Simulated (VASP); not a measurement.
# RuBr2 (R-3m) in VASP: single point with PBE

Aim: the single point of RuBr2 with PBE.

Everything below comes from runs of VASP 6.6.1. Logs are shortened: lines on timing, memory, paths and dates and some standing lists are left out, and cuts for length are marked.

**1. The cell of the first run**

The structure is trigonal, space group R-3m (No. 166). Conventional cell: a = 3.974 Å, b = 3.974 Å, c = 18.989 Å, α = 90.00°, β = 90.00°, γ = 120.00°. Ru (site symmetry -3m) has 6 Br at 2.79 Å within 3.7 Å. Within 3.7 Å of Br (site symmetry 3m) lie 3 Ru at 2.79 Å.

**2. Single point, PBE**

File POSCAR:

```
RuBr2
1.0
    3.9742840000      0.0000000000      0.0000000000
   -1.9871420000      3.4418320000      0.0000000000
    0.0000000000     -2.2945510000      6.3297880000
Ru Br
1 2
Direct
    0.0000000000      0.0000000000      0.0000000000
    0.2500000000      0.5000000000      0.7500000000
    0.7500000000      0.5000000000      0.2500000000
```

File INCAR.step1:

```
PREC = Accurate
ENCUT = 520
EDIFF = 1E-7
ISMEAR = -1
SIGMA = 0.1
LREAL = False
LASPH = True
NELM = 60
ALGO = Normal
ISIF = 2
LWAVE = False
LCHARG = True
LMAXMIX = 4
GGA = PE
NBANDS = 21
```

File KPOINTS.step1:

```
Automatic mesh
0
Gamma
  10 10 10
```

File INCAR.step2:

```
PREC = Accurate
ENCUT = 520
EDIFF = 1E-7
ISMEAR = -5
SIGMA = 0.1
LREAL = False
LASPH = True
NELM = 60
ALGO = Normal
ISIF = 2
LWAVE = False
LCHARG = False
LMAXMIX = 4
GGA = PE
LORBIT = 11
NEDOS = 2001
ICHARG = 11
```

File KPOINTS.step2:

```
Automatic mesh
0
Gamma
  15 15 15
```

Potentials or basis: VASP PAW PBE potentials, release 64 (Ru_pv, Br).

Command:

```bash
$ cat potpaw_PBE.64/Ru_pv/POTCAR potpaw_PBE.64/Br/POTCAR > POTCAR
$ cp INCAR.step1 INCAR
$ cp KPOINTS.step1 KPOINTS
$ mpirun -np 1 vasp_std > vasp.out
$ cp INCAR.step2 INCAR
$ cp KPOINTS.step2 KPOINTS
$ mpirun -np 1 vasp_std > vasp.out
```

OUTCAR:

```text
PREC = Accurate
   ENCUT = 520
   EDIFF = 1E-7
   ISMEAR = -5
   LREAL = False
   LASPH = True
   NELM = 60
   ISIF = 2
   GGA = PE
   LORBIT = 11
   ICHARG = 11

 ion  position               nearest neighbor table
   1  0.000  0.000  0.000-   2 2.79   3 2.79   3 2.79   2 2.79   3 2.79   2 2.79
   2  0.250  0.500  0.750-   1 2.79   1 2.79   1 2.79
   3  0.750  0.500  0.250-   1 2.79   1 2.79   1 2.79

  LATTYP: Found a trigonal (rhomboedric) cell.
 ALAT       =     6.7328434124
 COS(alpha) =     0.8257828636

  Lattice vectors:

 A1 = (   0.0000000000,  -2.2945510000,   6.3297880000)
 A2 = (   1.9871420000,   1.1472810000,   6.3297880000)
 A3 = (  -1.9871420000,   1.1472810000,   6.3297880000)

Analysis of symmetry for initial positions (statically):
=====================================================================
 Subroutine PRICEL returns:
 Original cell was already a primitive cell.

 Routine SETGRP: Setting up the symmetry group for a
 trigonal (rhombohedral) supercell.

 Subroutine GETGRP returns: Found 12 space group operations
 (whereof 12 operations were pure point group operations)
 out of a pool of 12 trial point group operations.

The static configuration has the point symmetry D_3d.

Analysis of symmetry for dynamics (positions and initial velocities):
=====================================================================
 Subroutine PRICEL returns:
 Original cell was already a primitive cell.

 Routine SETGRP: Setting up the symmetry group for a
 trigonal (rhombohedral) supercell.

 Subroutine GETGRP returns: Found 12 space group operations
 (whereof 12 operations were pure point group operations)
 out of a pool of 12 trial point group operations.

The dynamic configuration has the point symmetry D_3d.

 Subroutine INISYM returns: Found 12 space group operations
 (whereof 12 operations are pure point group operations),
 and found     1 'primitive' translations

----------------------------------------------------------------------------------------

                                     Primitive cell

  volume of cell :      86.5840

  direct lattice vectors                    reciprocal lattice vectors
     3.974284000  0.000000000  0.000000000     0.251617650  0.145271472  0.052660974
    -1.987142000  3.441832000  0.000000000     0.000000000  0.290542943  0.105321948
     0.000000000 -2.294551000  6.329788000     0.000000000  0.000000000  0.157983174

  length of vectors
     3.974284000  3.974284948  6.732843412     0.295276854  0.309043548  0.157983174

  position of ions in fractional coordinates (direct lattice)
     0.000000000  0.000000000  0.000000000
     0.250000000  0.500000000  0.750000000
     0.750000000  0.500000000  0.250000000

  ion indices of the primitive-cell ions
   primitive index   ion index
                 1           1
                 2           2
                 3           3

----------------------------------------------------------------------------------------

 KPOINTS: Automatic mesh

Automatic generation of k-mesh.
 Grid dimensions read from file:
 generate k-points for:   15   15   15

 Generating k-lattice:

  Cartesian coordinates                     Fractional coordinates (reciprocal lattice)
     0.016774510  0.009684765  0.003510732     0.066666667  0.000000000 -0.000000000
     0.000000000  0.019369530  0.007021463     0.000000000  0.066666667 -0.000000000
     0.000000000  0.000000000  0.010532212     0.000000000  0.000000000  0.066666667

  Length of vectors
     0.019685124  0.020602903  0.010532212

  Shift w.r.t. Gamma in fractional coordinates (k-lattice)
     0.000000000  0.000000000  0.000000000

 TETIRR: Found   4998 inequivalent tetrahedra from    20250

 Subroutine IBZKPT returns following result:
 ===========================================

 Found    344 irreducible k-points:

 Following reciprocal coordinates:
            Coordinates               Weight
  0.000000  0.000000  0.000000      1.000000
  0.066667  0.000000  0.000000      6.000000
  0.133333 -0.000000  0.000000      6.000000
  0.200000  0.000000  0.000000      6.000000
  0.266667 -0.000000  0.000000      6.000000
  0.333333  0.000000 -0.000000      6.000000
[... 16 lines left out ...]
  0.000000  0.133333  0.000000      6.000000
  0.066667  0.133333  0.000000     12.000000
 [... further k-points ...]
   k-points           NKPTS =    344   k-points in BZ     NKDIM =    344   number of bands    NBANDS=     18
   number of dos      NEDOS =   2001   number of ions     NIONS =      3
   total plane-waves  NPLWV =  45000
   dimension x,y,z NGX =    30 NGY =   30 NGZ =   50
   dimension x,y,z NGXF=    60 NGYF=   60 NGZF=  100
   ions per type =               1   2
   NGX,Y,Z   is equivalent  to a cutoff of  12.55, 12.55, 12.35 a.u.
   NGXF,Y,Z  is equivalent  to a cutoff of  25.10, 25.10, 24.69 a.u.
 SYSTEM =  unknown system
   PREC   = accura    normal or accurate (medium, high low for compatibility)
   ISTART =      0    job   : 0-new  1-cont  2-samecut
   ICHARG =     11    charge: 1-file 2-atom 10-const
   ISPIN  =      1    spin polarized calculation?
   LNONCOLLINEAR =      F non collinear calculations
   LSORBIT =      F    spin-orbit coupling
   LASPH  =      T    aspherical Exc in radial PAW
   ENCUT  =  520.0 eV  38.22 Ry    6.18 a.u.   7.39  7.39 12.52*2*pi/ulx,y,z
   NELM   =     60;   NELMIN=  2; NELMDL=  0     # of ELM steps
   EDIFF  = 0.1E-06   stopping-criterion for ELM
   LREAL  =      F    real-space projection
   EDIFFG = 0.1E-05   stopping-criterion for IOM
   NSW    =      0    number of steps for IOM
   IBRION =     -1    ionic relax: 0-MD 1-quasi-New 2-CG
   NFREE  =      0    steps in history (QN), initial steepest desc. (CG)
   ISIF   =      2    stress and relaxation
   ISYM   =      2    0-nonsym 1-usesym 2-fastsym
   POTIM  = 0.5000    time-step for ionic-motion
   TEBEG  =    0.0;   TEEND  =   0.0 temperature during run
   PSTRESS=    0.0 pullay stress
   NELECT =      28.0000    total number of electrons
   NUPDOWN=      -1.0000    fix difference up-down
   EMIN   =  10.00;   EMAX   =-10.00  energy-range for DOS
   EFERMI =   0.00;   METHOD = LEGACY
   ISMEAR =    -5;   SIGMA  =   0.10  broadening in eV -4-tet -1-fermi 0-gaus
   EFERMI_NEDOS =   21; number of points for ismear=-14 and -15
   IALGO  =     38    algorithm
   IMIX   =      4    mixing-type and parameters
     AMIX     =   0.40;   BMIX     =  1.00
     AMIX_MAG =   1.60;   BMIX_MAG =  1.00
  volume/ion in A,a.u.               =      28.86       194.77
  Fermi-wavevector in a.u.,A,eV,Ry     =   1.123695  2.123475 17.179932  1.262689
  Thomas-Fermi vector in A             =   2.260362
   LORBIT       =     11    0 simple, 1 ext, 2 COOP (PROOUT), +10 PAW based schemes
   GGA     = PE    functional components
   LHFCALC =     F    Hartree Fock is set to
   AEXX    =    0.0000 exact exchange contribution
   IVDW    =     0    specifies the selected vdW correction
   LEPSILON=     F    determine dielectric tensor
   LRPA    =     F    only Hartree local field effects (RPA)
 non-spin polarized calculation
 Fermi weights with tetrahedron method with Bloechl corrections
  energy-cutoff  :      520.00
  volume of cell :       86.58
 maximum number of plane-waves:      2369
 NGX is ok and might be reduce to    30

 number of electron      28.0000000 magnetization

 Free energy of the ion-electron system (eV)
  ---------------------------------------------------
  ext. energy  EPLUGINS =         0.00000000
  ---------------------------------------------------
  free energy    TOTEN  =       -11.80552147 eV

  energy without entropy =      -11.80552147  energy(sigma->0) =      -11.80552147

 E-fermi :   2.5540     XC(G=0):  -8.8214

 val. band max:        2.5347128328   @ k =   0.3333   0.0000   0.1333
 cond. band min:       3.0062053271   @ k =   0.2667  -0.0000   0.2667
 fundamental gap:      0.4714924943
 Fermi energy:         2.5539716737

 k-point     1 :       0.0000    0.0000    0.0000
  band No.  band energies     occupation
      1     -39.3515      2.00000
      2     -39.2895      2.00000
      3     -39.2894      2.00000
      4     -13.1395      2.00000
      5     -12.6301      2.00000
      6      -2.5870      2.00000
[... 10 lines left out ...]
     17       5.0925      0.00000
     18       7.1345      0.00000

 k-point     2 :       0.0667    0.0000    0.0000
  band No.  band energies     occupation
      1     -39.3514      2.00000
      2     -39.2899      2.00000
      3     -39.2896      2.00000
      4     -13.1225      2.00000
      5     -12.6278      2.00000
      6      -2.5460      2.00000
[... 10 lines left out ...]
     17       5.2760      0.00000
     18       7.3189      0.00000

 k-point     3 :       0.1333   -0.0000    0.0000
  band No.  band energies     occupation
      1     -39.3512      2.00000
      2     -39.2911      2.00000
      3     -39.2899      2.00000
      4     -13.0738      2.00000
      5     -12.6216      2.00000
      6      -2.4281      2.00000
[... 10 lines left out ...]
     17       5.7677      0.00000
     18       7.7838      0.00000

 k-point     4 :       0.2000    0.0000    0.0000
  band No.  band energies     occupation
      1     -39.3510      2.00000
      2     -39.2929      2.00000
      3     -39.2903      2.00000
      4     -13.0000      2.00000
      5     -12.6130      2.00000
      6      -2.2507      2.00000
[... 375 lines left out ...]
      4     -13.0911      2.00000
      5     -12.6219      2.00000
      6      -2.4724      2.00000
[... 10 lines left out ...]
     17       5.5909      0.00000
     18       7.6439      0.00000

 k-point    23 :       0.0000    0.1333    0.0000
  band No.  band energies     occupation
      1     -39.3512      2.00000
      2     -39.2911      2.00000
      3     -39.2899      2.00000
      4     -13.0681      2.00000
      5     -12.6284      2.00000
      6      -2.4051      2.00000
[... 10 lines left out ...]
     17       5.7934      0.00000
     18       7.7815      0.00000

 k-point    24 :       0.0667    0.1333    0.0000
  band No.  band energies     occupation
      1     -39.3511      2.00000
      2     -39.2922      2.00000
      3     -39.2902      2.00000
      4     -13.0203      2.00000
      5     -12.6255      2.00000
      6      -2.2911      2.00000
[... 10 lines left out ...]
     17       6.2045      0.00000
     18       8.1450      0.00000

 [... further k-points ...]
[... 5 lines left out ...]
  --------------------------------------------------------------------------------------
  -------------------------------------------------------------------------------------
  Total       -5.2344486     -5.2344519     -5.6106772      0.0000000     -0.0000033      0.0000000
  in kB      -96.8598495    -96.8599111   -103.8216991      0.0000000     -0.0000601      0.0000000
  external PRESSURE =     -99.1804866 kB  Pullay stress =       0.0000000 kB

 VOLUME and BASIS-vectors are now :
 -----------------------------------------------------------------------------
  energy-cutoff  :      520.00
  volume of cell :       86.58
      direct lattice vectors                 reciprocal lattice vectors
     3.974284000  0.000000000  0.000000000     0.251617650  0.145271472  0.052660974
    -1.987142000  3.441832000  0.000000000     0.000000000  0.290542943  0.105321948
     0.000000000 -2.294551000  6.329788000     0.000000000  0.000000000  0.157983174

 POSITION                                       TOTAL-FORCE (eV/Angst)
 -----------------------------------------------------------------------------------
      0.00000      0.00000      0.00000        -0.000000     -0.000000      0.000000
      0.00000      0.00000      4.74734         0.000000      0.000001      2.015267
      1.98714      1.14728      1.58245        -0.000000     -0.000001     -2.015267
 -----------------------------------------------------------------------------------
    total drift:                                0.000000      0.000000      0.000000

  FREE ENERGIE OF THE ION-ELECTRON SYSTEM (eV)
  ---------------------------------------------------
  free  energy   TOTEN  =       -11.8055214697 eV

  energy  without entropy=      -11.8055214697  energy(sigma->0) =      -11.80552147

 total charge

# of ion       s       p       d       tot
------------------------------------------
    1        0.177   6.078   5.973  12.229
    2        1.613   3.126   0.024   4.763
    3        1.613   3.126   0.024   4.763
--------------------------------------------------
tot          3.403  12.330   6.021  21.754
```

It took 4.5 min on 1 thread of Intel Xeon 6975P-C (Granite Rapids), shared host; peak memory 0.61 GiB.

What came out:

| Quantity | Value |
| --- | --- |
| Valence electrons inside the program's atomic spheres | Ru 12.23; Br 4.76 |

Caveat: this functional lacks dispersion, which binds layers or chains, so the pressure and a relaxed spacing across them are unreliable.
